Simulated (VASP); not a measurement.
# ZrC (CsCl type) (Pm-3m) in VASP: notebook, part 2 of 2

VASP 6.6.1. Earlier steps stand in the parts before.

### Step 3. Density of states, PBE

This run uses another cell than the first one, of 12.48 Å³/atom, 1.250 times its volume.

Input file POSCAR:

```
ZrC
1.0
    2.9224345750      0.0000000000      0.0000000000
    0.0000000000      2.9224345750      0.0000000000
    0.0000000000      0.0000000000      2.9224345750
Zr C
1 1
Direct
    0.0000000000      0.0000000000      0.0000000000
    0.5000000000      0.5000000000      0.5000000000
```

Input file INCAR.step1:

```
PREC     = Accurate       # precision mode
ENCUT    = 520            # plane-wave cutoff, eV
EDIFF    = 1E-6           # SCF threshold, eV
ISMEAR   = -1             # smearing method
SIGMA    = 0.1            # smearing width, eV
LREAL    = False          # projectors in reciprocal space
LASPH    = True           # aspherical terms in the spheres
NELM     = 80             # most SCF steps
ALGO     = Normal         # electronic algorithm
ISIF     = 2              # what is computed and relaxed
LWAVE    = False          # write WAVECAR
LCHARG   = True           # write CHGCAR
LMAXMIX  = 4              # l up to which the mixer works
GGA      = PE             # functional
NBANDS   = 15             # bands
```

Input file KPOINTS.step1:

```
Automatic mesh
0
Gamma
  14 14 14
```

Input file INCAR.step2:

```
PREC     = Accurate       # precision mode
ENCUT    = 520            # plane-wave cutoff, eV
EDIFF    = 1E-6           # SCF threshold, eV
ISMEAR   = -5             # smearing method
SIGMA    = 0.1            # smearing width, eV
LREAL    = False          # projectors in reciprocal space
LASPH    = True           # aspherical terms in the spheres
NELM     = 80             # most SCF steps
ALGO     = Normal         # electronic algorithm
ISIF     = 2              # what is computed and relaxed
LWAVE    = False          # write WAVECAR
LCHARG   = False          # write CHGCAR
LMAXMIX  = 4              # l up to which the mixer works
GGA      = PE             # functional
LORBIT   = 10             # projections on sites
NBANDS   = 15             # bands
NEDOS    = 1001           # points of the DOS
ICHARG   = 11             # starting density
```

Input file KPOINTS.step2:

```
Automatic mesh
0
Gamma
  21 21 21
```

Potentials or basis: VASP PAW PBE potentials, release 64 (Zr_sv, C).

Run with:

```console
$ cat potpaw_PBE.64/Zr_sv/POTCAR potpaw_PBE.64/C/POTCAR > POTCAR
$ cp INCAR.step1 INCAR
$ cp KPOINTS.step1 KPOINTS
$ mpirun -np 1 vasp_std > vasp.out
$ cp INCAR.step2 INCAR
$ cp KPOINTS.step2 KPOINTS
$ mpirun -np 1 vasp_std > vasp.out
```

It took 55 s on 1 thread of AMD EPYC 9R45 (Zen 5), shared host; peak memory 0.19 GiB.

Results (log left out):

```yaml
Valence_electrons_inside_the_program's_atomic_spheres: Zr 9.89; C 2.29
```

Levels at points of the mesh, in eV from the Fermi level:
| k point | band 6 | band 7 | band 8 | band 9 | band 10 | band 11 |
| --- | --- | --- | --- | --- | --- | --- |
| (0.00, 0.00, 0.00) | -1.93 | -1.93 | 1.18 | 1.18 | 1.18 | 5.23 |

Caveat: tetrahedron occupations give inexact forces and stress in metals.

### Step 4. Density of states, PBE (volume scaled by 0.4)

Input file POSCAR:

```
ZrC
1.0
    2.1532682054      0.0000000000      0.0000000000
    0.0000000000      2.1532682054      0.0000000000
    0.0000000000      0.0000000000      2.1532682054
Zr C
1 1
Direct
    0.0000000000      0.0000000000      0.0000000000
    0.5000000000      0.5000000000      0.5000000000
```

Input file INCAR.step1:

```
SYSTEM = ZrC
ALGO     = Normal         ! electronic algorithm
EDIFF    = 1E-7           ! SCF threshold, eV
ENCUT    = 520            ! plane-wave cutoff, eV
GGA      = PE             ! functional
ISIF     = 2              ! what is computed and relaxed
ISMEAR   = -1             ! smearing method
LASPH    = .True.         ! aspherical terms in the spheres
LCHARG   = .True.         ! write CHGCAR
LMAXMIX  = 4              ! l up to which the mixer works
LREAL    = .False.        ! projectors in reciprocal space
LWAVE    = .False.        ! write WAVECAR
NBANDS   = 15             ! bands
NELM     = 80             ! most SCF steps
PREC     = Accurate       ! precision mode
SIGMA    = 0.1            ! smearing width, eV
```

Input file KPOINTS.step1:

```
k-points
0
Gamma
  14 14 14
  0 0 0
```

Input file INCAR.step2:

```
SYSTEM = ZrC
ALGO     = Normal         ! electronic algorithm
EDIFF    = 1E-7           ! SCF threshold, eV
ENCUT    = 520            ! plane-wave cutoff, eV
GGA      = PE             ! functional
ICHARG   = 11             ! starting density
ISIF     = 2              ! what is computed and relaxed
ISMEAR   = -5             ! smearing method
LASPH    = .True.         ! aspherical terms in the spheres
LCHARG   = .False.        ! write CHGCAR
LMAXMIX  = 4              ! l up to which the mixer works
LORBIT   = 10             ! projections on sites
LREAL    = .False.        ! projectors in reciprocal space
LWAVE    = .False.        ! write WAVECAR
NBANDS   = 15             ! bands
NEDOS    = 1001           ! points of the DOS
NELM     = 80             ! most SCF steps
PREC     = Accurate       ! precision mode
SIGMA    = 0.1            ! smearing width, eV
```

Input file KPOINTS.step2:

```
k-points
0
Gamma
  21 21 21
  0 0 0
```

Potentials or basis: VASP PAW PBE potentials, release 64 (Zr_sv, C).

Run with:

```console
$ cat potpaw_PBE.64/Zr_sv/POTCAR potpaw_PBE.64/C/POTCAR > POTCAR
$ cp INCAR.step1 INCAR
$ cp KPOINTS.step1 KPOINTS
$ mpirun -np 1 vasp_std > vasp.out
$ cp INCAR.step2 INCAR
$ cp KPOINTS.step2 KPOINTS
$ mpirun -np 1 vasp_std > vasp.out
```

OUTCAR:

```text
SYSTEM = ZrC
   EDIFF = 1E-7
   ENCUT = 520
   GGA = PE
   ICHARG = 11
   ISIF = 2
   ISMEAR = -5
   LASPH = .True.
   LORBIT = 10
   LREAL = .False.
   NELM = 80
   PREC = Accurate

 ion  position               nearest neighbor table
   1  0.000  0.000  0.000-   2 1.86   2 1.86   2 1.86   2 1.86   2 1.86   2 1.86   2 1.86   2 1.86

   2  0.500  0.500  0.500-   1 1.86   1 1.86   1 1.86   1 1.86   1 1.86   1 1.86   1 1.86   1 1.86

  LATTYP: Found a simple cubic cell.
 ALAT       =     2.1532682054

  Lattice vectors:

 A1 = (   2.1532682054,   0.0000000000,   0.0000000000)
 A2 = (   0.0000000000,   2.1532682054,   0.0000000000)
 A3 = (   0.0000000000,   0.0000000000,   2.1532682054)

Analysis of symmetry for initial positions (statically):
=====================================================================
 Subroutine PRICEL returns:
 Original cell was already a primitive cell.

 Routine SETGRP: Setting up the symmetry group for a
 simple cubic supercell.

 Subroutine GETGRP returns: Found 48 space group operations
 (whereof 48 operations were pure point group operations)
 out of a pool of 48 trial point group operations.

[... 591 lines left out ...]
      6      21.0053      2.00000
      7      23.8483      2.00000
      8      26.1775      2.04879
      9      27.3334      0.07996
     10      30.2791      0.00000
     11      37.2685      0.00000
     12      40.4729      0.00000
     13      43.0536      0.00000
     14      45.2603      0.00000
     15      52.8767      0.00000

 [... further k-points ...]

------------------------ aborting loop because EDIFF is reached ----------------------------------------

  FORCE on cell =-STRESS in cart. coord.  units (eV):
  Direction    XX          YY          ZZ          XY          YZ          ZX
  --------------------------------------------------------------------------------------
  -------------------------------------------------------------------------------------
  Total       64.3218806     64.3218806     64.3218806      0.0000000      0.0000000     -0.0000000
  in kB    10322.2632976  10322.2632976  10322.2632976      0.0000000      0.0000000     -0.0000000
  external PRESSURE =   10322.2632976 kB  Pullay stress =       0.0000000 kB

 VOLUME and BASIS-vectors are now :
 -----------------------------------------------------------------------------
  energy-cutoff  :      520.00
  volume of cell :        9.98
      direct lattice vectors                 reciprocal lattice vectors
     2.153268205  0.000000000  0.000000000     0.464410331  0.000000000  0.000000000
     0.000000000  2.153268205  0.000000000     0.000000000  0.464410331  0.000000000
     0.000000000  0.000000000  2.153268205     0.000000000  0.000000000  0.464410331

 POSITION                                       TOTAL-FORCE (eV/Angst)
 -----------------------------------------------------------------------------------
      0.00000      0.00000      0.00000         0.000000      0.000000      0.000000
      1.07663      1.07663      1.07663         0.000000      0.000000      0.000000
 -----------------------------------------------------------------------------------
    total drift:                                0.000000      0.000000      0.000000

  FREE ENERGIE OF THE ION-ELECTRON SYSTEM (eV)
  ---------------------------------------------------
  free  energy   TOTEN  =         5.9026539582 eV

  energy  without entropy=        5.9026539582  energy(sigma->0) =        5.90265396

 total charge

# of ion       s       p       d       tot
------------------------------------------
    1        2.498   6.352   4.578  13.428
    2        1.092   2.151   0.000   3.243
--------------------------------------------------
tot          3.590   8.503   4.578  16.671
```

Run time: 18 s. Hardware: 1 thread of Intel Xeon 6975P-C (Granite Rapids), shared host; peak memory 0.16 GiB.

Caveat: the cell differs from its parent crystal (volume scaled by 0.4); tetrahedron occupations give inexact forces and stress in metals.
